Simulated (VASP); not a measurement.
# InSe (InSe monolayer) in VASP: notebook, part 2 of 2

VASP 6.6.1.

## Step 3: Single point, PBE

Contents of INCAR:

```
SYSTEM = InSe
PREC = Accurate ; ENCUT = 400
EDIFF = 1E-6 ; ISMEAR = -1
SIGMA = 0.02 ; LREAL = .False.
LASPH = .True. ; NELM = 120
ALGO = Normal ; ISIF = 2
LWAVE = .False. ; LCHARG = .False.
GGA = PE ; NBANDS = 16
GGA_COMPAT = .False. ; NELMDL = -8
```

Contents of KPOINTS:

```
regular mesh
0
Gamma
  9 9 1
  0 0 0
```

Contents of POSCAR:

```
InSe
1.0
    4.0500000000      0.0000000000      0.0000000000
   -2.0250000000      3.5074028853      0.0000000000
    0.0000000000      0.0000000000     15.9311500000
In Se
1 1
Direct
    0.3333333300      0.6666666700      0.4707758100
    0.6666666700      0.3333333300      0.5285964889
```

Potentials or basis: VASP PAW PBE potentials, release 64 (In_d, Se).

Started as:

```bash
$ cat potpaw_PBE.64/In_d/POTCAR potpaw_PBE.64/Se/POTCAR > POTCAR
$ mpirun -np 1 vasp_std > vasp.out
```

OUTCAR:

```text
SYSTEM = InSe
   PREC = Accurate
   ENCUT = 400
   EDIFF = 1E-6
   ISMEAR = -1
   LREAL = .False.
   LASPH = .True.
   NELM = 120
   ISIF = 2
   GGA = PE
   NELMDL = -8

 ion  position               nearest neighbor table
   1  0.333  0.667  0.471-   2 2.51   2 2.51   2 2.51
   2  0.667  0.333  0.529-   1 2.51   1 2.51   1 2.51

  LATTYP: Found a hexagonal cell.
 ALAT       =     4.0500000000
 C/A-ratio  =     3.9336172840

  Lattice vectors:

 A1 = (   4.0500000000,   0.0000000000,   0.0000000000)
 A2 = (  -2.0250000000,   3.5074028853,   0.0000000000)
 A3 = (   0.0000000000,   0.0000000000,  15.9311500000)

Analysis of symmetry for initial positions (statically):
=====================================================================
 Subroutine PRICEL returns:
 Original cell was already a primitive cell.

 Routine SETGRP: Setting up the symmetry group for a
 hexagonal supercell.

 Subroutine GETGRP returns: Found  6 space group operations
 (whereof  6 operations were pure point group operations)
 out of a pool of 24 trial point group operations.

The static configuration has the point symmetry C_3v.

Analysis of symmetry for dynamics (positions and initial velocities):
=====================================================================
 Subroutine PRICEL returns:
 Original cell was already a primitive cell.

 Routine SETGRP: Setting up the symmetry group for a
 hexagonal supercell.

 Subroutine GETGRP returns: Found  6 space group operations
 (whereof  6 operations were pure point group operations)
 out of a pool of 24 trial point group operations.

The dynamic configuration has the point symmetry C_3v.

 Subroutine INISYM returns: Found  6 space group operations
 (whereof  6 operations are pure point group operations),
 and found     1 'primitive' translations

----------------------------------------------------------------------------------------

                                     Primitive cell

  volume of cell :     226.3017

  direct lattice vectors                    reciprocal lattice vectors
     4.050000000  0.000000000  0.000000000     0.246913580  0.142555622  0.000000000
    -2.025000000  3.507402885  0.000000000     0.000000000  0.285111244  0.000000000
     0.000000000  0.000000000 15.931150000     0.000000000  0.000000000  0.062770108

  length of vectors
     4.050000000  4.050000000 15.931150000     0.285111244  0.285111244  0.062770108

  position of ions in fractional coordinates (direct lattice)
     0.333333330  0.666666670  0.470775810
     0.666666670  0.333333330  0.528596489

  ion indices of the primitive-cell ions
   primitive index   ion index
                 1           1
                 2           2

----------------------------------------------------------------------------------------

 KPOINTS: regular mesh

Automatic generation of k-mesh.
 Grid dimensions read from file:
 generate k-points for:    9    9    1

 Generating k-lattice:

  Cartesian coordinates                     Fractional coordinates (reciprocal lattice)
     0.027434842  0.015839514  0.000000000     0.111111111  0.000000000  0.000000000
     0.000000000  0.031679027  0.000000000     0.000000000  0.111111111  0.000000000
     0.000000000  0.000000000  0.062770108     0.000000000  0.000000000  1.000000000

  Length of vectors
     0.031679027  0.031679027  0.062770108

  Shift w.r.t. Gamma in fractional coordinates (k-lattice)
     0.000000000  0.000000000  0.000000000

 Subroutine IBZKPT returns following result:
 ===========================================

 Found     12 irreducible k-points:

 Following reciprocal coordinates:
            Coordinates               Weight
  0.000000  0.000000  0.000000      1.000000
  0.111111  0.000000  0.000000      6.000000
  0.222222 -0.000000  0.000000      6.000000
  0.333333  0.000000  0.000000      6.000000
  0.444444 -0.000000  0.000000      6.000000
  0.111111  0.111111  0.000000      6.000000
  0.222222  0.111111  0.000000     12.000000
  0.333333  0.111111  0.000000     12.000000
  0.444444  0.111111  0.000000      6.000000
  0.222222  0.222222  0.000000      6.000000
  0.333333  0.222222  0.000000     12.000000
  0.333333  0.333333  0.000000      2.000000
   k-points           NKPTS =     12   k-points in BZ     NKDIM =     12   number of bands    NBANDS=     16
   number of dos      NEDOS =    301   number of ions     NIONS =      2
   total plane-waves  NPLWV =  84672
   dimension x,y,z NGX =    28 NGY =   28 NGZ =  108
   dimension x,y,z NGXF=    56 NGYF=   56 NGZF=  216
   ions per type =               1   1
   NGX,Y,Z   is equivalent  to a cutoff of  11.49, 11.49, 11.27 a.u.
   NGXF,Y,Z  is equivalent  to a cutoff of  22.99, 22.99, 22.54 a.u.
 SYSTEM =  InSe
   PREC   = accura    normal or accurate (medium, high low for compatibility)
   ISTART =      0    job   : 0-new  1-cont  2-samecut
   ICHARG =      2    charge: 1-file 2-atom 10-const
   ISPIN  =      1    spin polarized calculation?
   LNONCOLLINEAR =      F non collinear calculations
   LSORBIT =      F    spin-orbit coupling
   LASPH  =      T    aspherical Exc in radial PAW
   ENCUT  =  400.0 eV  29.40 Ry    5.42 a.u.   6.60  6.60 25.98*2*pi/ulx,y,z
   NELM   =    120;   NELMIN=  2; NELMDL= -8     # of ELM steps
   EDIFF  = 0.1E-05   stopping-criterion for ELM
   LREAL  =      F    real-space projection
   EDIFFG = 0.1E-04   stopping-criterion for IOM
   NSW    =      0    number of steps for IOM
   IBRION =     -1    ionic relax: 0-MD 1-quasi-New 2-CG
   NFREE  =      0    steps in history (QN), initial steepest desc. (CG)
   ISIF   =      2    stress and relaxation
   ISYM   =      2    0-nonsym 1-usesym 2-fastsym
   POTIM  = 0.5000    time-step for ionic-motion
   TEBEG  =    0.0;   TEEND  =   0.0 temperature during run
   PSTRESS=    0.0 pullay stress
   NELECT =      19.0000    total number of electrons
   NUPDOWN=      -1.0000    fix difference up-down
   EMIN   =  10.00;   EMAX   =-10.00  energy-range for DOS
   EFERMI =   0.00;   METHOD = LEGACY
   ISMEAR =    -1;   SIGMA  =   0.02  broadening in eV -4-tet -1-fermi 0-gaus
   EFERMI_NEDOS =   21; number of points for ismear=-14 and -15
   IALGO  =     38    algorithm
   IMIX   =      4    mixing-type and parameters
     AMIX     =   0.40;   BMIX     =  1.00
     AMIX_MAG =   1.60;   BMIX_MAG =  1.00
  volume/ion in A,a.u.               =     113.15       763.58
  Fermi-wavevector in a.u.,A,eV,Ry     =   0.716853  1.354656  6.991737  0.513878
  Thomas-Fermi vector in A             =   1.805381
   LORBIT       =      0    0 simple, 1 ext, 2 COOP (PROOUT), +10 PAW based schemes
   GGA     = PE    functional components
   LHFCALC =     F    Hartree Fock is set to
   AEXX    =    0.0000 exact exchange contribution
   IVDW    =     0    specifies the selected vdW correction
   LEPSILON=     F    determine dielectric tensor
   LRPA    =     F    only Hartree local field effects (RPA)
 non-spin polarized calculation
  energy-cutoff  :      400.00
  volume of cell :      226.30
 maximum number of plane-waves:      4143
 NGX is ok and might be reduce to    28
   NGX = 13   NGY = 13   NGZ = 51

 number of electron      18.9999997 magnetization

 Free energy of the ion-electron system (eV)
  ---------------------------------------------------
  ext. energy  EPLUGINS =         0.00000000
  ---------------------------------------------------
  free energy    TOTEN  =        -5.64332017 eV

  energy without entropy =       -5.63113922  energy(sigma->0) =       -5.63722970

 E-fermi :  -1.7149     XC(G=0):  -2.9995

 val. band max:       -1.7163367101   @ k =   0.3333   0.3333   0.0000
 cond. band min:      -1.7109028765   @ k =   0.3333   0.0000   0.0000
 fundamental gap:      0.0054338336
 Fermi energy:        -1.7149194669

 k-point     1 :       0.0000    0.0000    0.0000
  band No.  band energies     occupation
      1     -17.2218      2.00000
      2     -16.9825      2.00000
      3     -16.9825      2.00000
      4     -16.7882      2.00000
      5     -16.7882      2.00000
      6     -15.9874      2.00000
[... 8 lines left out ...]
     15       2.2389      0.00000
     16       3.3692      0.00000
[... 191 lines left out ...]
 k-point    12 :       0.3333    0.3333    0.0000
  band No.  band energies     occupation
      1     -17.5608      2.00000
      2     -16.9200      2.00000
      3     -16.7985      2.00000
      4     -16.7972      2.00000
      5     -16.7955      2.00000
      6     -14.6367      2.00000
[... 8 lines left out ...]
     15       4.6247      0.00000
     16       5.5085      0.00000

------------------------ aborting loop because EDIFF is reached ----------------------------------------

  FORCE on cell =-STRESS in cart. coord.  units (eV):
  Direction    XX          YY          ZZ          XY          YZ          ZX
  --------------------------------------------------------------------------------------
  -------------------------------------------------------------------------------------
  Total        4.9720246      4.9720246      1.7531435      0.0000000      0.0000000      0.0000000
  in kB       35.2010846     35.2010846     12.4119562      0.0000000      0.0000000      0.0000000
  external PRESSURE =      27.6047085 kB  Pullay stress =       0.0000000 kB

 VOLUME and BASIS-vectors are now :
 -----------------------------------------------------------------------------
  energy-cutoff  :      400.00
  volume of cell :      226.30
      direct lattice vectors                 reciprocal lattice vectors
     4.050000000  0.000000000  0.000000000     0.246913580  0.142555622  0.000000000
    -2.025000000  3.507402885  0.000000000     0.000000000  0.285111244  0.000000000
     0.000000000  0.000000000 15.931150000     0.000000000  0.000000000  0.062770108

 POSITION                                       TOTAL-FORCE (eV/Angst)
 -----------------------------------------------------------------------------------
     -0.00000      2.33827      7.50000        -0.000000     -0.000000     -1.930086
      2.02500      1.16913      8.42115         0.000000      0.000000      1.930086
 -----------------------------------------------------------------------------------
    total drift:                                0.000002     -0.000001     -0.000361

  FREE ENERGIE OF THE ION-ELECTRON SYSTEM (eV)
  ---------------------------------------------------
  free  energy   TOTEN  =        -5.6433201720 eV

  energy  without entropy=       -5.6311392221  energy(sigma->0) =       -5.63722970
```

Wall time 32 s (1 thread of Intel Xeon Platinum 8488C (Sapphire Rapids), shared host); peak memory 0.27 GiB.

Results:

| Item | Value |
| --- | --- |
| Free energy | -5.6433 eV |
| Largest force | 1.930 eV/Å |

Forces on the atoms (eV/Å):
```
In   0.000  0.000 -1.930
Se   0.000  0.000  1.930
```

Levels at points of the mesh, in eV from the Fermi level:
```
           k point  band 8  band 9  band 10  band 11  band 12  band 13
(0.00, 0.00, 0.00)   -2.56   -2.56    -0.80     1.40     3.71     3.91
```

Caveat: spin-orbit coupling is left out, which moves the levels of the heavy elements.

## Step 4: Single point, PBE

Contents of INCAR:

```
PREC = Accurate
ENCUT = 400
EDIFF = 1E-6
ISMEAR = -1
SIGMA = 0.02
LREAL = False
LASPH = True
NELM = 120
ALGO = Normal
ISIF = 2
LWAVE = False
LCHARG = False
GGA = PE
NBANDS = 16
GGA_COMPAT = False
NELMDL = -8
```

Contents of KPOINTS:

```
Automatic mesh
0
Gamma
  9 9 1
```

Edit POSCAR of step 3 so:

```diff
@@ -9,2 +9,2 @@
     0.3333333300      0.6666666700      0.4707758100
-    0.6666666700      0.3333333300      0.5285964889
+    0.6666666700      0.3333333300      0.5292241900
```

Started as:

```bash
$ cat potpaw_PBE.64/In_d/POTCAR potpaw_PBE.64/Se/POTCAR > POTCAR
$ mpirun -np 1 vasp_std > vasp.out
```

It took 30 s on 1 thread of Intel Xeon Platinum 8488C (Sapphire Rapids), shared host; peak memory 0.27 GiB.

The run converged. Its results:

- Free energy: -5.6624 eV
- Largest force: 1.896 eV/Å

Forces in eV/Å, atoms in the order of the input:
```
In   0.000  0.000 -1.896
Se   0.000  0.000  1.896
```

Levels at points of the mesh, in eV from the Fermi level:
| k point | band 8 | band 9 | band 10 | band 11 | band 12 | band 13 |
| --- | --- | --- | --- | --- | --- | --- |
| (0.00, 0.00, 0.00) | -2.53 | -2.53 | -0.77 | 1.40 | 3.73 | 3.92 |

Caveat: spin-orbit coupling is left out, which moves the levels of the heavy elements.
